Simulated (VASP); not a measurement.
The system is TePb.

```
Te Pb
1.0
     0.00000    3.23100    3.23100
     3.23100    0.00000    3.23100
     3.23100    3.23100    0.00000
Te Pb
1 1
Direct
  0.50000 0.50000 0.50000
  0.00000 0.00000 0.00000
```

Base run:

- Program: VASP 6.6.1
- Functional: PBEsol
- Potentials or basis: VASP PAW PBE potentials, release 64 (Te, Pb_d)
- Cutoff: 520 eV
- k mesh: 6 × 6 × 6
- Occupations: gaussian, width 0.01 eV
- Spin: no spin polarisation

Its results: band gap on the k mesh 0.67 eV, direct; pressure -0.4 GPa.

Task: After a change of settings the same cell gave: band gap on the k mesh 1.02 eV, direct; pressure 1.5 GPa. Which change was it?
A. functional from PBEsol to RPBE; further incar settings from ALGO = Normal; EDIFF = 1e-07; NBANDS = 17 to ALGO = Normal; EDIFF = 1e-06; NBANDS = 17
B. functional from PBEsol to r2SCAN
C. functional from PBEsol to BLYP; further incar settings from ALGO = Normal; EDIFF = 1e-07; NBANDS = 17 to ALGO = Normal; EDIFF = 1e-06; NBANDS = 17

Result: B.

r2SCAN gives the wider gap, since meta-GGAs in the generalised Kohn-Sham scheme recover part of the derivative discontinuity.

Caveats: the PAW data sets were made with another functional, which shifts forces and pressure a little; spin-orbit coupling is left out, which moves the levels of the heavy elements.
